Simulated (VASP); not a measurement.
Here is a VASP 6.6.1 calculation.

The input INCAR:

```
PREC     = Accurate       # precision mode
ENCUT    = 520            # plane-wave cutoff, eV
EDIFF    = 1E-7           # SCF threshold, eV
ISMEAR   = 0              # smearing method
SIGMA    = 0.1            # smearing width, eV
LREAL    = False          # projectors in reciprocal space
LASPH    = True           # aspherical terms in the spheres
NELM     = 80             # most SCF steps
ALGO     = Normal         # electronic algorithm
ISIF     = 2              # what is computed and relaxed
LWAVE    = False          # write WAVECAR
LCHARG   = False          # write CHGCAR
GGA      = PE             # functional
NBANDS   = 23             # bands
```

Contents of KPOINTS:

```
Automatic mesh
0
Gamma
  6 6 2
```

POSCAR

```
Mg2Te3O
1.0
    3.1112542659      0.0000000000      0.0000000000
    0.0000000000      3.1112542659      0.0000000000
    0.0000000000      0.0000000000     15.2373212301
Mg Te O
2 3 1
Direct
    0.0000000000      0.0000000000      0.1102539775
    0.5000000000      0.5000000000      0.4724724598
    0.0000000000      0.0000000000      0.6111821269
    0.0000000000      0.0000000000      0.3330872366
    0.5000000000      0.5000000000      0.8607659824
    0.5000000000      0.5000000000      0.1122382268
```

Potentials or basis: VASP PAW PBE potentials, release 64 (Mg, Te, O).

The run is started by

```bash
$ cat potpaw_PBE.64/Mg/POTCAR potpaw_PBE.64/Te/POTCAR potpaw_PBE.64/O/POTCAR > POTCAR
$ mpirun -np 1 vasp_std > vasp.out
```

Task: Estimate the band gap on the k mesh.

Result: Zero (bands 14 and 15 overlap by 2.83 eV).

Task: Estimate the pressure.

Result: -0.1 GPa.

Forces in eV/Å, atoms in the order of the input:
```
Mg   0.000  0.000  0.039
Mg   0.000  0.000  0.001
Te   0.000  0.000 -0.007
Te   0.000  0.000  0.008
Te   0.000  0.000  0.000
O    0.000  0.000 -0.040
```

Caveat: spin-orbit coupling is left out, which moves the levels of the heavy elements.
